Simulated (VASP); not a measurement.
# ZnS (Imm2) in VASP: a series of runs

Runs on ZnS. Level: PBE. Tasks: single point.

All numbers are computed with VASP 6.6.1; they aren't measurements. Logs are shortened: lines on timing, memory, paths and dates and some standing lists are left out, and cuts for length are marked.

### Step 1. The cell of the first run

It takes space group Imm2 (No. 44, orthorhombic). Conventional cell: a = 3.849 Å, b = 3.849 Å, c = 5.443 Å, α = 90.00°, β = 90.00°, γ = 90.00°. Within 2.8 Å of Zn (site symmetry mm2) lie 4 S at 2.07 to 2.75 Å. S (site symmetry mm2) has 4 Zn at 2.07 to 2.75 Å within 2.8 Å.

### Step 2. Single point, PBE (atom 2 (S) moved by (+0.000, -0.600) A along [1 1 0] and z)

File INCAR:

```
SYSTEM = ZnS
PREC = Accurate ; ENCUT = 520
EDIFF = 1E-6 ; ISMEAR = 0
SIGMA = 0.05 ; LREAL = .False.
LASPH = .True. ; NELM = 60
ALGO = Normal ; ISIF = 2
LWAVE = .False. ; LCHARG = .True.
GGA = PE ; LELF = .True.
LVHAR = .True. ; NBANDS = 16
```

File KPOINTS:

```
regular mesh
0
Gamma
  8 8 8
  0 0 0
```

File POSCAR:

```
ZnS
1.0
    0.0000000000      2.7215639846      2.7215639846
    2.7215639846      0.0000000000      2.7215639846
    2.7215639846      2.7215639846      0.0000000000
Zn S
1 1
Direct
    0.0000000000      0.0000000000      0.0000000000
    0.6397692644      0.6397692644      0.8602307356
```

Potentials or basis: VASP PAW PBE potentials, release 64 (Zn, S).

Run with:

```sh
cat potpaw_PBE.64/Zn/POTCAR potpaw_PBE.64/S/POTCAR > POTCAR
mpirun -np 1 vasp_std > vasp.out
```

OUTCAR:

```text
SYSTEM = ZnS
   PREC = Accurate
   ENCUT = 520
   EDIFF = 1E-6
   ISMEAR = 0
   LREAL = .False.
   LASPH = .True.
   NELM = 60
   ISIF = 2
   GGA = PE

 ion  position               nearest neighbor table
   1  0.000  0.000  0.000-   2 2.07   2 2.07   2 2.75   2 2.75
   2  0.640  0.640  0.860-   1 2.07   1 2.07   1 2.75   1 2.75

  LATTYP: Found a face centered cubic cell.
 ALAT       =     5.4431279692

  Lattice vectors:

 A1 = (   0.0000000000,   2.7215639846,   2.7215639846)
 A2 = (   2.7215639846,   0.0000000000,   2.7215639846)
 A3 = (   2.7215639846,   2.7215639846,   0.0000000000)

Analysis of symmetry for initial positions (statically):
=====================================================================
 Subroutine PRICEL returns:
 Original cell was already a primitive cell.

 Routine SETGRP: Setting up the symmetry group for a
 face centered cubic supercell.

 Subroutine GETGRP returns: Found  4 space group operations
 (whereof  4 operations were pure point group operations)
 out of a pool of 48 trial point group operations.

The static configuration has the point symmetry C_2v.

Analysis of symmetry for dynamics (positions and initial velocities):
=====================================================================
 Subroutine PRICEL returns:
 Original cell was already a primitive cell.

 Routine SETGRP: Setting up the symmetry group for a
 face centered cubic supercell.

 Subroutine GETGRP returns: Found  4 space group operations
 (whereof  4 operations were pure point group operations)
 out of a pool of 48 trial point group operations.

The dynamic configuration has the point symmetry C_2v.

 Subroutine INISYM returns: Found  4 space group operations
 (whereof  4 operations are pure point group operations),
 and found     1 'primitive' translations

----------------------------------------------------------------------------------------

                                     Primitive cell

  volume of cell :      40.3168

  direct lattice vectors                    reciprocal lattice vectors
     0.000000000  2.721563985  2.721563985    -0.183717893  0.183717893  0.183717893
     2.721563985  0.000000000  2.721563985     0.183717893 -0.183717893  0.183717893
     2.721563985  2.721563985  0.000000000     0.183717893  0.183717893 -0.183717893

  length of vectors
     3.848872698  3.848872698  3.848872698     0.318208724  0.318208724  0.318208724

  position of ions in fractional coordinates (direct lattice)
     0.000000000  0.000000000  0.000000000
     0.639769264  0.639769264  0.860230736

  ion indices of the primitive-cell ions
   primitive index   ion index
                 1           1
                 2           2

----------------------------------------------------------------------------------------

 KPOINTS: regular mesh

Automatic generation of k-mesh.
 Grid dimensions read from file:
 generate k-points for:    8    8    8

 Generating k-lattice:

  Cartesian coordinates                     Fractional coordinates (reciprocal lattice)
    -0.022964737  0.022964737  0.022964737     0.125000000  0.000000000  0.000000000
     0.022964737 -0.022964737  0.022964737     0.000000000  0.125000000  0.000000000
     0.022964737  0.022964737 -0.022964737     0.000000000  0.000000000  0.125000000

  Length of vectors
     0.039776091  0.039776091  0.039776091

  Shift w.r.t. Gamma in fractional coordinates (k-lattice)
     0.000000000  0.000000000  0.000000000

 Subroutine IBZKPT returns following result:
 ===========================================

 Found     95 irreducible k-points:

 Following reciprocal coordinates:
            Coordinates               Weight
  0.000000  0.000000  0.000000      1.000000
  0.125000  0.000000  0.000000      4.000000
  0.000000  0.000000  0.125000      4.000000
  0.250000  0.000000  0.000000      4.000000
  0.000000  0.000000  0.250000      4.000000
  0.375000  0.000000  0.000000      4.000000
[... 16 lines left out ...]
  0.125000  0.125000 -0.375000      4.000000
 -0.375000  0.125000  0.000000      4.000000
 [... further k-points ...]
   k-points           NKPTS =     95   k-points in BZ     NKDIM =     95   number of bands    NBANDS=     16
   number of dos      NEDOS =    301   number of ions     NIONS =      2
   total plane-waves  NPLWV =  27000
   dimension x,y,z NGX =    30 NGY =   30 NGZ =   30
   dimension x,y,z NGXF=    60 NGYF=   60 NGZF=   60
   ions per type =               1   1
   NGX,Y,Z   is equivalent  to a cutoff of  12.96, 12.96, 12.96 a.u.
   NGXF,Y,Z  is equivalent  to a cutoff of  25.92, 25.92, 25.92 a.u.
 SYSTEM =  ZnS
   PREC   = accura    normal or accurate (medium, high low for compatibility)
   ISTART =      0    job   : 0-new  1-cont  2-samecut
   ICHARG =      2    charge: 1-file 2-atom 10-const
   ISPIN  =      1    spin polarized calculation?
   LNONCOLLINEAR =      F non collinear calculations
   LSORBIT =      F    spin-orbit coupling
   LASPH  =      T    aspherical Exc in radial PAW
   ENCUT  =  520.0 eV  38.22 Ry    6.18 a.u.   7.16  7.16  7.16*2*pi/ulx,y,z
   NELM   =     60;   NELMIN=  2; NELMDL= -5     # of ELM steps
   EDIFF  = 0.1E-05   stopping-criterion for ELM
   LREAL  =      F    real-space projection
   EDIFFG = 0.1E-04   stopping-criterion for IOM
   NSW    =      0    number of steps for IOM
   IBRION =     -1    ionic relax: 0-MD 1-quasi-New 2-CG
   NFREE  =      0    steps in history (QN), initial steepest desc. (CG)
   ISIF   =      2    stress and relaxation
   ISYM   =      2    0-nonsym 1-usesym 2-fastsym
   POTIM  = 0.5000    time-step for ionic-motion
   TEBEG  =    0.0;   TEEND  =   0.0 temperature during run
   PSTRESS=    0.0 pullay stress
   NELECT =      18.0000    total number of electrons
   NUPDOWN=      -1.0000    fix difference up-down
   EMIN   =  10.00;   EMAX   =-10.00  energy-range for DOS
   EFERMI =   0.00;   METHOD = LEGACY
   ISMEAR =     0;   SIGMA  =   0.05  broadening in eV -4-tet -1-fermi 0-gaus
   EFERMI_NEDOS =   21; number of points for ismear=-14 and -15
   IALGO  =     38    algorithm
   IMIX   =      4    mixing-type and parameters
     AMIX     =   0.40;   BMIX     =  1.00
     AMIX_MAG =   1.60;   BMIX_MAG =  1.00
  volume/ion in A,a.u.               =      20.16       136.04
  Fermi-wavevector in a.u.,A,eV,Ry     =   1.251230  2.364482 21.300959  1.565576
  Thomas-Fermi vector in A             =   2.385187
   LORBIT       =      0    0 simple, 1 ext, 2 COOP (PROOUT), +10 PAW based schemes
   GGA     = PE    functional components
   LHFCALC =     F    Hartree Fock is set to
   AEXX    =    0.0000 exact exchange contribution
   IVDW    =     0    specifies the selected vdW correction
   LEPSILON=     F    determine dielectric tensor
   LRPA    =     F    only Hartree local field effects (RPA)
 non-spin polarized calculation
 Gauss-broadening in eV      SIGMA  =   0.05
  energy-cutoff  :      520.00
  volume of cell :       40.32
 maximum number of plane-waves:      1106
 NGX is ok and might be reduce to    30
   NGX = 15   NGY = 15   NGZ = 15

 number of electron      18.0000008 magnetization

 Free energy of the ion-electron system (eV)
  ---------------------------------------------------
  ext. energy  EPLUGINS =         0.00000000
  ---------------------------------------------------
  free energy    TOTEN  =        -5.98355676 eV

  energy without entropy =       -5.98355676  energy(sigma->0) =       -5.98355676

 E-fermi :   2.2811     XC(G=0):  -9.5198

 val. band max:        2.0837547099   @ k =   0.0000   0.0000   0.0000
 cond. band min:       4.1720424256   @ k =   0.0000   0.0000   0.0000
 fundamental gap:      2.0882877157
 Fermi energy:         2.2811147856

 k-point     1 :       0.0000    0.0000    0.0000
  band No.  band energies     occupation
      1     -11.4164      2.00000
      2      -5.1359      2.00000
      3      -4.7971      2.00000
      4      -4.5130      2.00000
      5      -4.4518      2.00000
      6      -4.3394      2.00000
[... 8 lines left out ...]
     15      13.6128      0.00000
     16      13.7406      0.00000

 k-point     2 :       0.1250    0.0000    0.0000
  band No.  band energies     occupation
      1     -11.2845      2.00000
      2      -5.2015      2.00000
      3      -4.7160      2.00000
      4      -4.5264      2.00000
      5      -4.4406      2.00000
      6      -4.3451      2.00000
[... 8 lines left out ...]
     15      12.7032      0.00000
     16      14.0486      0.00000

 k-point     3 :       0.0000    0.0000    0.1250
  band No.  band energies     occupation
      1     -11.3246      2.00000
      2      -5.1218      2.00000
      3      -4.7846      2.00000
      4      -4.5083      2.00000
      5      -4.4521      2.00000
      6      -4.3330      2.00000
[... 8 lines left out ...]
     15      13.1377      0.00000
     16      13.9591      0.00000

 k-point     4 :       0.2500    0.0000    0.0000
  band No.  band energies     occupation
      1     -10.9323      2.00000
      2      -5.3210      2.00000
      3      -4.5727      2.00000
      4      -4.5524      2.00000
      5      -4.3986      2.00000
      6      -4.3573      2.00000
[... 8 lines left out ...]
     15      12.8007      0.00000
     16      14.0327      0.00000
[... 324 lines left out ...]
 k-point    22 :       0.1250    0.0000    0.5000
  band No.  band energies     occupation
      1     -10.6428      2.00000
      2      -5.1263      2.00000
      3      -4.6463      2.00000
      4      -4.5061      2.00000
      5      -4.3188      2.00000
      6      -4.0896      2.00000
[... 8 lines left out ...]
     15      14.9132      0.00000
     16      15.8381      0.00000

 k-point    23 :       0.1250    0.1250   -0.3750
  band No.  band energies     occupation
      1     -10.6815      2.00000
      2      -5.0310      2.00000
      3      -4.7018      2.00000
      4      -4.4363      2.00000
      5      -4.3362      2.00000
      6      -4.1033      2.00000
[... 8 lines left out ...]
     15      14.8750      0.00000
     16      15.2699      0.00000

 k-point    24 :      -0.3750    0.1250    0.0000
  band No.  band energies     occupation
      1     -10.3283      2.00000
      2      -5.4385      2.00000
      3      -4.6280      2.00000
      4      -4.4269      2.00000
      5      -4.3560      2.00000
      6      -4.3470      2.00000
[... 8 lines left out ...]
     15      14.3424      0.00000
     16      14.7455      0.00000

 [... further k-points ...]
[... 5 lines left out ...]
  --------------------------------------------------------------------------------------
  -------------------------------------------------------------------------------------
  Total        3.3916765      3.3916765      0.7268502     -3.6173806      0.0000000      0.0000000
  in kB      134.7843154    134.7843154     28.8848323   -143.7537363      0.0000000      0.0000000
  external PRESSURE =      99.4844877 kB  Pullay stress =       0.0000000 kB

 VOLUME and BASIS-vectors are now :
 -----------------------------------------------------------------------------
  energy-cutoff  :      520.00
  volume of cell :       40.32
      direct lattice vectors                 reciprocal lattice vectors
     0.000000000  2.721563985  2.721563985    -0.183717893  0.183717893  0.183717893
     2.721563985  0.000000000  2.721563985     0.183717893 -0.183717893  0.183717893
     2.721563985  2.721563985  0.000000000     0.183717893  0.183717893 -0.183717893

 POSITION                                       TOTAL-FORCE (eV/Angst)
 -----------------------------------------------------------------------------------
      0.00000      0.00000      0.00000         0.000000      0.000000     -2.561329
      4.08235      4.08235      3.48235         0.000000      0.000000      2.561329
 -----------------------------------------------------------------------------------
    total drift:                               -0.000004     -0.000004     -0.001151

  FREE ENERGIE OF THE ION-ELECTRON SYSTEM (eV)
  ---------------------------------------------------
  free  energy   TOTEN  =        -5.9835567556 eV

  energy  without entropy=       -5.9835567556  energy(sigma->0) =       -5.98355676
```

It took 79 s on 1 thread of Intel Xeon 8259CL, shared host; peak memory 0.21 GiB.

What came out:

```
Free energy            : -5.9836 eV
Pressure               : 9.9 GPa
Largest force          : 2.561 eV/Å
Band gap on the k mesh : 2.09 eV
```

Forces on the atoms (eV/Å):
```
Zn   0.000  0.000 -2.561
S    0.000  0.000  2.561
```

Caveat: the cell differs from its parent crystal (atom 2 (S) moved by (+0.000, -0.600) A along [1 1 0] and z); the cell stands under pressure; forces of over 1 eV/Å act on the atoms, so gaps and moduli don't describe the material at rest. A k mesh can miss the band edges.

### Step 3. Single point, PBE (atom 2 (S) moved by (+0.000, -0.300) A along [1 1 0] and z)

File INCAR:

```
PREC     = Accurate       # precision mode
ENCUT    = 520            # plane-wave cutoff, eV
EDIFF    = 1E-7           # SCF threshold, eV
ISMEAR   = 0              # smearing method
SIGMA    = 0.05           # smearing width, eV
LREAL    = False          # projectors in reciprocal space
LASPH    = True           # aspherical terms in the spheres
NELM     = 60             # most SCF steps
ALGO     = Normal         # electronic algorithm
ISIF     = 2              # what is computed and relaxed
LWAVE    = False          # write WAVECAR
LCHARG   = False          # write CHGCAR
GGA      = PE             # functional
NBANDS   = 16             # bands
```

File KPOINTS:

```
Automatic mesh
0
Gamma
  8 8 8
```

POSCAR, as its differences from that of step 2:

```diff
@@ -9,2 +9,2 @@
     0.0000000000      0.0000000000      0.0000000000
-    0.6397692644      0.6397692644      0.8602307356
+    0.6948846322      0.6948846322      0.8051153678
```

Potentials or basis: VASP PAW PBE potentials, release 64 (Zn, S).

Run with:

```sh
cat potpaw_PBE.64/Zn/POTCAR potpaw_PBE.64/S/POTCAR > POTCAR
mpirun -np 1 vasp_std > vasp.out
```

Wall time 2 min (1 thread of Intel Xeon 8259CL, shared host); peak memory 0.21 GiB.

It converged, with:

* Free energy: -6.6160 eV
* Pressure: 2.9 GPa
* Largest force: 1.533 eV/Å
* Band gap on the k mesh: 1.97 eV

Forces on the atoms (eV/Å):
```
Zn   0.000  0.000 -1.533
S    0.000  0.000  1.533
```

Stress tensor (GPa, compression positive):
```
 3.78 -6.31  0.00
-6.31  3.78  0.00
 0.00  0.00  1.12
```

Levels at points of the mesh, in eV from the valence-band top:
```
           k point  band 5  band 6  band 7  band 8  band 9  band 10  band 11  band 12  band 13  band 14
(0.00, 0.00, 0.00)   -6.05   -6.02   -0.55   -0.01    0.00     1.97     6.26     6.41     6.70    11.33
(0.50, 0.00, 0.00)   -6.00   -5.88   -5.49   -1.32   -0.63     3.42     6.36     7.78     8.78    11.73
(0.00, 0.00, 0.50)   -5.98   -5.82   -4.80   -1.32   -0.48     2.94     6.01     7.35     8.46    11.80
(0.50, 0.50, 0.00)   -5.98   -5.84   -4.43   -2.41   -2.12     2.94     4.34    10.54    11.32    12.23
(0.00, 0.50, 0.50)   -5.97   -5.85   -4.63   -2.19   -2.05     3.21     3.88    10.64    11.82    12.03
```

Caveat: the cell differs from its parent crystal (atom 2 (S) moved by (+0.000, -0.300) A along [1 1 0] and z); forces of over 1 eV/Å act on the atoms, so gaps and moduli don't describe the material at rest.
